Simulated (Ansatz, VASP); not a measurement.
One calculation of K, two programs

```
CELL_PARAMETERS angstrom
15.00000 0.00000 0.00000
0.00000 15.50000 0.00000
0.00000 0.00000 16.00000
ATOMIC_POSITIONS crystal
K 0.50000 0.50000 0.50000
```

Alike in both runs: task single point; functional PBEsol; k mesh 1 × 1 × 1; occupations gaussian, width 0.005 eV; collinear spin.

```csv
,VASP,Ansatz
version,VASP 6.6.1,Ansatz 0.2.0
potentials or method,"VASP PAW PBE potentials, release 64 (K_sv), cutoff 520 eV","scalar-relativistic, plane waves, PAW"
valence electrons in the cell,9,9
```

Ansatz gave:

```
gap on the k mesh at the Fermi level (eV)                     : 1.00
net moment per atom (μB)                                      : 1.00
size of the moment on the site where the two differ most (μB) : 1.00
```

**Question.** Estimate VASP's values.

**Answer.** gap on the k mesh at the Fermi level (eV): 1.00; net moment per atom (μB): 1.00; size of the moment on the site where the two differ most (μB): 0.04.

VASP's potentials were made for PBE, not for PBEsol. Site moments also hang on the region over which each program counts them.
